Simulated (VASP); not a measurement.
# Ga (P4/mmm) in VASP: a series of runs

The runs below take Ga through single point, with PBE.

Program: VASP 6.6.1. These are calculated values, not measurements. Logs are shortened: lines on timing, memory, paths and dates and some standing lists are left out, and cuts for length are marked.

### Step 1. The cell of the first run

The typed cell holds 1 atom: a = 2.769 Å, b = 2.769 Å, c = 2.770 Å, α = 90.00°, β = 90.00°, γ = 90.00°.

### Step 2. Single point, PBE (volume scaled by 1.06, then relaxed in part)

Input file INCAR:

```
  PREC = Accurate
  ENCUT = 520
  EDIFF = 1E-6
  ISMEAR = 0
  SIGMA = 0.1
  LREAL = False
  LASPH = True
  NELM = 60
  ALGO = Fast
  ISIF = 2
  LWAVE = False
  LCHARG = False
  GGA = PE
  NBANDS = 12
```

Input file KPOINTS:

```
regular mesh
0
Gamma
  20 20 20
```

Input file POSCAR:

```
Ga
1.0
    2.7694052303      0.0000000000      0.0000000000
    0.0000000000      2.7694052303      0.0000000000
    0.0000000000      0.0000000000      2.7704764606
Ga
1
Direct
    0.0000000000      0.0000000000      0.0000000000
```

Potentials or basis: VASP PAW PBE potentials, release 64 (Ga_d).

Launch:

```sh
> cat potpaw_PBE.64/Ga_d/POTCAR > POTCAR
> mpirun -np 1 vasp_std > vasp.out
```

OUTCAR:

```text
PREC = Accurate
   ENCUT = 520
   EDIFF = 1E-6
   ISMEAR = 0
   LREAL = False
   LASPH = True
   NELM = 60
   ISIF = 2
   GGA = PE

 ion  position               nearest neighbor table
   1  0.000  0.000  0.000-

  LATTYP: Found a simple tetragonal cell.
 ALAT       =     2.7694052303
 C/A-ratio  =     1.0003868088

  Lattice vectors:

 A1 = (   2.7694052303,   0.0000000000,   0.0000000000)
 A2 = (   0.0000000000,   2.7694052303,   0.0000000000)
 A3 = (   0.0000000000,   0.0000000000,   2.7704764606)

Analysis of symmetry for initial positions (statically):
=====================================================================
 Subroutine PRICEL returns:
 Original cell was already a primitive cell.

 Routine SETGRP: Setting up the symmetry group for a
 simple tetragonal supercell.

 Subroutine GETGRP returns: Found 16 space group operations
 (whereof 16 operations were pure point group operations)
 out of a pool of 16 trial point group operations.

The static configuration has the point symmetry D_4h.

Analysis of symmetry for dynamics (positions and initial velocities):
=====================================================================
 Subroutine PRICEL returns:
 Original cell was already a primitive cell.

 Routine SETGRP: Setting up the symmetry group for a
 simple tetragonal supercell.

 Subroutine GETGRP returns: Found 16 space group operations
 (whereof 16 operations were pure point group operations)
 out of a pool of 16 trial point group operations.

The dynamic configuration has the point symmetry D_4h.

 Subroutine INISYM returns: Found 16 space group operations
 (whereof 16 operations are pure point group operations),
 and found     1 'primitive' translations

----------------------------------------------------------------------------------------

                                     Primitive cell

  volume of cell :      21.2485

  direct lattice vectors                    reciprocal lattice vectors
     2.769405230  0.000000000  0.000000000     0.361088363  0.000000000  0.000000000
     0.000000000  2.769405230  0.000000000     0.000000000  0.361088363  0.000000000
     0.000000000  0.000000000  2.770476461     0.000000000  0.000000000  0.360948744

  length of vectors
     2.769405230  2.769405230  2.770476461     0.361088363  0.361088363  0.360948744

  position of ions in fractional coordinates (direct lattice)
[... 77 lines left out ...]
   EDIFF  = 0.1E-05   stopping-criterion for ELM
   LREAL  =      F    real-space projection
   EDIFFG = 0.1E-04   stopping-criterion for IOM
   NSW    =      0    number of steps for IOM
   IBRION =     -1    ionic relax: 0-MD 1-quasi-New 2-CG
   NFREE  =      0    steps in history (QN), initial steepest desc. (CG)
   ISIF   =      2    stress and relaxation
   ISYM   =      2    0-nonsym 1-usesym 2-fastsym
   POTIM  = 0.5000    time-step for ionic-motion
   TEBEG  =    0.0;   TEEND  =   0.0 temperature during run
   PSTRESS=    0.0 pullay stress
   NELECT =      13.0000    total number of electrons
   NUPDOWN=      -1.0000    fix difference up-down
   EMIN   =  10.00;   EMAX   =-10.00  energy-range for DOS
   EFERMI =   0.00;   METHOD = LEGACY
   ISMEAR =     0;   SIGMA  =   0.10  broadening in eV -4-tet -1-fermi 0-gaus
   EFERMI_NEDOS =   21; number of points for ismear=-14 and -15
   IALGO  =     68    algorithm
   IMIX   =      4    mixing-type and parameters
     AMIX     =   0.40;   BMIX     =  1.00
     AMIX_MAG =   1.60;   BMIX_MAG =  1.00
  volume/ion in A,a.u.               =      21.25       143.39
  Fermi-wavevector in a.u.,A,eV,Ry     =   1.389782  2.626308 26.279584  1.931495
  Thomas-Fermi vector in A             =   2.513780
   LORBIT       =      0    0 simple, 1 ext, 2 COOP (PROOUT), +10 PAW based schemes
   GGA     = PE    functional components
   LHFCALC =     F    Hartree Fock is set to
   AEXX    =    0.0000 exact exchange contribution
   IVDW    =     0    specifies the selected vdW correction
   LEPSILON=     F    determine dielectric tensor
   LRPA    =     F    only Hartree local field effects (RPA)
 non-spin polarized calculation
 RMM-DIIS sequential band-by-band and
 Gauss-broadening in eV      SIGMA  =   0.10
  energy-cutoff  :      520.00
  volume of cell :       21.25
 maximum number of plane-waves:       591
 NGX is ok and might be reduce to    24
   NGX = 11   NGY = 11   NGZ = 11

 number of electron      12.9999995 magnetization

 Free energy of the ion-electron system (eV)
  ---------------------------------------------------
  ext. energy  EPLUGINS =         0.00000000
  ---------------------------------------------------
  free energy    TOTEN  =        -2.81878609 eV

  energy without entropy =       -2.81583068  energy(sigma->0) =       -2.81730839

 E-fermi :   4.2957     XC(G=0): -10.3560

 val. band max:        4.2746268854   @ k =   0.3500   0.3000   0.5000
 cond. band min:       4.2960662140   @ k =   0.4500   0.0000   0.5000
 fundamental gap:      0.0214393286
 Fermi energy:         4.2957447928

 k-point     1 :       0.0000    0.0000    0.0000
  band No.  band energies     occupation
      1     -10.7584      2.00000
      2     -10.7581      2.00000
      3     -10.3119      2.00000
      4     -10.3119      2.00000
      5     -10.3116      2.00000
      6      -5.8935      2.00000
      7      12.8385      0.00000
      8      12.8531      0.00000
      9      12.8531      0.00000
     10      15.7994      0.00000
     11      15.8078      0.00000
     12      17.9493      0.00000
[... 331 lines left out ...]
 k-point    24 :       0.2000    0.1000    0.0000
  band No.  band energies     occupation
      1     -10.7260      2.00000
      2     -10.6395      2.00000
      3     -10.3694      2.00000
      4     -10.3533      2.00000
      5     -10.3198      2.00000
      6      -4.9221      2.00000
      7       7.4605      0.00000
      8      11.2786      0.00000
      9      13.8118      0.00000
     10      17.2272      0.00000
     11      19.8054      0.00000
     12      23.0415      0.00000

 [... further k-points ...]
[... 5 lines left out ...]
  --------------------------------------------------------------------------------------
  -------------------------------------------------------------------------------------
  Total       -0.2823514     -0.2823514     -0.2851732      0.0000000      0.0000000      0.0000000
  in kB      -21.2898730    -21.2898730    -21.5026389      0.0000000      0.0000000      0.0000000
  external PRESSURE =     -21.3607950 kB  Pullay stress =       0.0000000 kB

 VOLUME and BASIS-vectors are now :
 -----------------------------------------------------------------------------
  energy-cutoff  :      520.00
  volume of cell :       21.25
      direct lattice vectors                 reciprocal lattice vectors
     2.769405230  0.000000000  0.000000000     0.361088363  0.000000000  0.000000000
     0.000000000  2.769405230  0.000000000     0.000000000  0.361088363  0.000000000
     0.000000000  0.000000000  2.770476461     0.000000000  0.000000000  0.360948744

 POSITION                                       TOTAL-FORCE (eV/Angst)
 -----------------------------------------------------------------------------------
      0.00000      0.00000      0.00000         0.000000      0.000000      0.000000
 -----------------------------------------------------------------------------------
    total drift:                                0.000000     -0.000000      0.000000

  FREE ENERGIE OF THE ION-ELECTRON SYSTEM (eV)
  ---------------------------------------------------
  free  energy   TOTEN  =        -2.8187860938 eV

  energy  without entropy=       -2.8158306784  energy(sigma->0) =       -2.81730839
```

OSZICAR:

```text
N       E                     dE             d eps       ncg     rms          rms(c)
DAV:   1     0.452505981089E+02    0.45251E+02   -0.67008E+03 18428   0.180E+03
DAV:   2    -0.423870793761E+00   -0.45674E+02   -0.44171E+02 18384   0.265E+02
DAV:   3    -0.281430984406E+01   -0.23904E+01   -0.23850E+01 20332   0.478E+01
DAV:   4    -0.283730062002E+01   -0.22991E-01   -0.22988E-01 19556   0.507E+00
DAV:   5    -0.283757934364E+01   -0.27872E-03   -0.27872E-03 21040   0.525E-01    0.833E-01
RMM:   6    -0.282077443357E+01    0.16805E-01   -0.26863E-02 24207   0.232E+00    0.422E-01
RMM:   7    -0.281889860150E+01    0.18758E-02   -0.77860E-03 25866   0.974E-01    0.126E-01
RMM:   8    -0.281876769466E+01    0.13091E-03   -0.81916E-04 24354   0.317E-01    0.174E-02
RMM:   9    -0.281878597443E+01   -0.18280E-04   -0.10325E-04 25807   0.145E-01    0.578E-03
RMM:  10    -0.281878611689E+01   -0.14246E-06   -0.17848E-05 25663   0.509E-02    0.660E-04
RMM:  11    -0.281878609382E+01    0.23070E-07   -0.19709E-06 14692   0.159E-02
   1 F= -.28187861E+01 E0= -.28173084E+01  d E =-.295542E-02
```

stdout:

```text
POSCAR found type information on POSCAR Ga
 POSCAR found :  1 types and       1 ions
 scaLAPACK will be used
 LDA part: xc-table for (Slater+PW92), standard interpolation
 POSCAR, INCAR and KPOINTS ok, starting setup
 FFT: planning ... GRIDC
 FFT: planning ... GRID_SOFT
 FFT: planning ... GRID
 WAVECAR not read
 entering main loop
WARNING in EDDRMM: call to ZHEGV failed, returncode =   8  4     12
WARNING in EDDRMM: call to ZHEGV failed, returncode =   8  4     11
WARNING in EDDRMM: call to ZHEGV failed, returncode =   6  3      9
```

Run time: 43 s. Hardware: 1 thread of Intel Xeon 6975P-C (Granite Rapids), shared host; peak memory 0.28 GiB.

What came out:

```
Free energy : -2.8188 eV
Pressure    : -2.1 GPa
```

### Step 3. Single point, PBE (volume scaled by 1.10, then relaxed in part)

Input file INCAR:

```
  PREC = Accurate
  ENCUT = 520
  EDIFF = 1E-6
  ISMEAR = 0
  SIGMA = 0.1
  LREAL = F
  LASPH = T
  NELM = 60
  ALGO = Fast
  ISIF = 2
  LWAVE = F
  LCHARG = F
  GGA = PE
  NBANDS = 12
```

Input file KPOINTS:

```
Automatic mesh
0
Gamma
  20 20 20
```

Input file POSCAR:

```
Ga
1.0
    2.8038112978      0.0000000000      0.0000000000
    0.0000000000      2.8038112978      0.0000000000
    0.0000000000      0.0000000000      2.8048958367
Ga
1
Direct
    0.0000000000      0.0000000000      0.0000000000
```

Potentials or basis: VASP PAW PBE potentials, release 64 (Ga_d).

Launch:

```sh
> cat potpaw_PBE.64/Ga_d/POTCAR > POTCAR
> mpirun -np 1 vasp_std > vasp.out
```

Run time: 42 s. Hardware: 1 thread of Intel Xeon 6975P-C (Granite Rapids), shared host; peak memory 0.28 GiB.

Results (log left out):

```
Free energy : -2.8049 eV
Pressure    : -3.3 GPa
```

Levels at points of the mesh, in eV from the Fermi level:
| k point | band 4 | band 5 | band 6 | band 7 | band 8 | band 9 | band 10 | band 11 |
| --- | --- | --- | --- | --- | --- | --- | --- | --- |
| (0.00, 0.00, 0.00) | -14.62 | -14.62 | -9.97 | 8.29 | 8.31 | 8.31 | 11.27 | 11.28 |
| (0.50, 0.00, 0.00) | -14.73 | -14.61 | -6.08 | -3.69 | 11.33 | 11.34 | 14.66 | 15.55 |
| (0.50, 0.50, 0.00) | -14.71 | -14.51 | -2.03 | -0.55 | -0.55 | 4.20 | 14.36 | 19.44 |
| (0.00, 0.00, 0.50) | -14.73 | -14.61 | -6.08 | -3.69 | 11.34 | 11.34 | 14.67 | 15.56 |
| (0.50, 0.00, 0.50) | -14.71 | -14.51 | -2.04 | -0.56 | -0.55 | 4.20 | 14.37 | 19.44 |
| (0.50, 0.50, 0.50) | -14.50 | -14.50 | 2.41 | 2.41 | 2.42 | 2.66 | 7.90 | 7.90 |
